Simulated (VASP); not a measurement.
Wanted: the native input for a VASP 6.6.1 run.

| Property | Result |
| --- | --- |
| Task | single point |
| Functional | PBE |
| Potentials or basis | VASP PAW PBE potentials, release 64 (Sn_d, Te) |
| Cutoff | 520 eV |
| k mesh | 10 × 10 × 10 |
| Occupations | gaussian, width 0.03 eV |
| Spin | no spin polarisation |
| Dipole correction | no |
| Further INCAR settings | ALGO = Normal; EDIFF = 1e-06; NBANDS = 17 |

The structure of SnTe lies in POSCAR:

```
SnTe
1.0
    0.0000000000      3.2863243794      3.2863243794
    3.2863243794      0.0000000000      3.2863243794
    3.2863243794      3.2863243794      0.0000000000
Sn Te
1 1
Direct
    0.0114778688     -0.0114778688     -0.0114778688
    0.4893218041      0.5106781959      0.5106781959
```

This cell differs from its parent crystal: atoms displaced along a vibrational mode, the cell strained.

These files were run (other wordings do the same):

INCAR

```
SYSTEM = SnTe
PREC = Accurate ; ENCUT = 520
EDIFF = 1E-6 ; ISMEAR = 0
SIGMA = 0.03 ; LREAL = .FALSE.
LASPH = .TRUE. ; NELM = 80
ALGO = Normal ; ISIF = 2
LWAVE = .FALSE. ; LCHARG = .FALSE.
GGA = PE ; NBANDS = 17
```

KPOINTS

```
Automatic mesh
0
G
  10 10 10
  0 0 0
```

Potentials or basis: VASP PAW PBE potentials, release 64 (Sn_d, Te).

Command:

```sh
$ cat potpaw_PBE.64/Sn_d/POTCAR potpaw_PBE.64/Te/POTCAR > POTCAR
$ mpirun -np 1 vasp_std > vasp.out
```

Results of the run:

| Quantity | Value |
| --- | --- |
| Pressure | -2.4 GPa |
| Largest force | 0.072 eV/Å |
| Band gap on the k mesh | 0.43 eV |

Caveat: the cell differs from its parent crystal (atoms displaced along a vibrational mode, the cell strained); semilocal functionals underestimate gaps, and a narrow one can read as zero; spin-orbit coupling is left out, which moves the levels of the heavy elements.

It took 3 min on 1 thread of Intel Xeon 8259CL, on a shared host, peak memory 0.29 GiB.
